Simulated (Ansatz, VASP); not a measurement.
# Two plane-wave programs on Si2BN

The input INCAR:

```
PREC = Accurate ; ENCUT = 520
EDIFF = 1E-7 ; ISMEAR = 0
SIGMA = 0.1 ; LREAL = False
LASPH = True ; NELM = 100
ALGO = Normal ; ISIF = 2
LWAVE = False ; LCHARG = False
GGA = PE ; NBANDS = 16
```

Contents of KPOINTS:

```
regular mesh
0
Gamma
  6 6 4
```

The input POSCAR:

```
Si2BN
1.0
    3.0035976900      0.0000000000      0.0000000000
    0.0000000000      3.0035976900      0.0000000000
    0.0000000000      0.0000000000      5.9156754800
Si B N
2 1 1
Direct
    0.0000000000      0.0000000000      0.3704980200
    0.0000000000      0.0000000000      0.6295019800
    0.0000000000      0.0000000000      0.0000000000
    0.5000000000      0.5000000000      0.0000000000
```

Input for Ansatz:

```yaml
crystal:
  lattice:
    - [3.00359769, 0.0, 0.0]
    - [0.0, 3.00359769, 0.0]
    - [0.0, 0.0, 5.91567548]
  atoms:
    - { symbol: Si, position: [0.0, 0.0, 0.37049802] }
    - { symbol: Si, position: [0.0, 0.0, 0.62950198] }
    - { symbol: B, position: [0.0, 0.0, 0.0] }
    - { symbol: "N", position: [0.5, 0.5, 0.0] }
basis:
  ecutwfc: 420
kpoints:
  mp_grid: { grid: [6, 6, 4] }
hamiltonian:
  xc: pbe
scf:
  occupations: { method: gaussian, width: 0.1 }
  lower_state_search: "off"
output:
  forces: true
  stress: true
  eigenvalues: true
```

Alike in both runs: task single point; functional PBE; k mesh 6 × 6 × 4; occupations gaussian, width 0.1 eV; no spin polarisation.

|  | VASP | Ansatz |
| --- | --- | --- |
| version | VASP 6.6.1 | Ansatz 0.2.0 |
| potentials or method | VASP PAW PBE potentials, release 64 (Si, B, N), cutoff 520 eV | scalar-relativistic, plane waves, PAW |
| valence electrons in the cell | 16 | 16 |

|  | VASP | Ansatz | Ansatz less VASP |
| --- | --- | --- | --- |
| gap on the k mesh at the Fermi level (eV) | none | none | - |
| rms of the force components (eV/Å) | 15.571 | 15.661 | +0.0897 |

Atom by atom the forces differ by 0.090 eV/Å (rms over components). A gap of «none» marks a metal or a gap that the smearing closes. With one functional, cell and mesh, what is left measures potentials, basis and numerics.
